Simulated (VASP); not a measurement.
A run of VASP 6.6.1 is set up as follows.

File INCAR:

```
SYSTEM = Rh
ALGO     = Fast           ! electronic algorithm
EDIFF    = 1E-7           ! SCF threshold, eV
ENCUT    = 520            ! plane-wave cutoff, eV
GGA      = PE             ! functional
ISIF     = 2              ! what is computed and relaxed
ISMEAR   = -1             ! smearing method
LASPH    = .True.         ! aspherical terms in the spheres
LCHARG   = .False.        ! write CHGCAR
LREAL    = .False.        ! projectors in reciprocal space
LWAVE    = .False.        ! write WAVECAR
NBANDS   = 14             ! bands
NELM     = 100            ! most SCF steps
PREC     = Accurate       ! precision mode
SIGMA    = 0.05           ! smearing width, eV
```

Contents of KPOINTS:

```
k-points
0
Gamma
  12 12 12
  0 0 0
```

The input POSCAR:

```
Rh
1.0
    0.0000000000      1.8722002341      1.8722002341
    1.8722002341      0.0000000000      1.8722002341
    1.8722002341      1.8722002341      0.0000000000
Rh
1
Direct
    0.0000000000      0.0000000000      0.0000000000
```

Potentials or basis: VASP PAW PBE potentials, release 64 (Rh_pv).

Run with:

```console
$ cat potpaw_PBE.64/Rh_pv/POTCAR > POTCAR
$ mpirun -np 1 vasp_std > vasp.out
```

(1) Estimate the pressure.

Results:

(1) 20.7 GPa.
